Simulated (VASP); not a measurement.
A run of VASP 6.6.1 is set up as follows.

The input INCAR:

```
SYSTEM = Mn3Sn
PREC     = Accurate       ! precision mode
ENCUT    = 520            ! plane-wave cutoff, eV
EDIFF    = 1E-6           ! SCF threshold, eV
ISMEAR   = 0              ! smearing method
SIGMA    = 0.1            ! smearing width, eV
LREAL    = .FALSE.        ! projectors in reciprocal space
LASPH    = .TRUE.         ! aspherical terms in the spheres
NELM     = 150            ! most SCF steps
ALGO     = Fast           ! electronic algorithm
ISIF     = 2              ! what is computed and relaxed
LWAVE    = .FALSE.        ! write WAVECAR
LCHARG   = .FALSE.        ! write CHGCAR
ISPIN    = 2              ! spin polarisation
MAGMOM   = 3.24 3.24 3.24 3.24 3.24 3.24 -0.14 -0.14 ! initial moments
LORBIT   = 11             ! projections on sites
LMAXMIX  = 4              ! l up to which the mixer works
GGA      = PE             ! functional
NBANDS   = 67             ! bands
```

KPOINTS

```
regular mesh
0
G
  6 6 8
  0 0 0
```

Contents of POSCAR:

```
Mn3Sn
1.0
    5.5519884781      0.0000000000      0.0000000000
   -2.7759942390      4.8081630635      0.0000000000
    0.0000000000      0.0000000000      4.3773318686
Mn Sn
6 2
Direct
    0.8510669797      0.7021339595      0.2500000000
    0.1489330203      0.8510669797      0.7500000000
    0.2978660405      0.1489330203      0.2500000000
    0.1489330203      0.2978660405      0.7500000000
    0.8510669797      0.1489330203      0.2500000000
    0.7021339595      0.8510669797      0.7500000000
    0.3333333333      0.6666666667      0.2500000000
    0.6666666667      0.3333333333      0.7500000000
```

Potentials or basis: VASP PAW PBE potentials, release 64 (Mn_pv, Sn_d).

Launch:

```bash
$ cat potpaw_PBE.64/Mn_pv/POTCAR potpaw_PBE.64/Sn_d/POTCAR > POTCAR
$ mpirun -np 1 vasp_std > vasp.out
```

**Question.** What does it give for the largest force?

**Answer.** 0.021 eV/Å.

**Question.** Predict the net moment.

**Answer.** 10.99 μB per cell.

**Question.** Predict the pressure.

**Answer.** -6.6 GPa.

**Question.** Predict the site moments.

**Answer.** Mn +1.84; Sn -0.12 μB.

Stress tensor (GPa, compression positive):
```
-6.61  0.00  0.00
 0.00 -6.61  0.00
 0.00  0.00 -6.72
```

Caveat: the cell stands under tension.
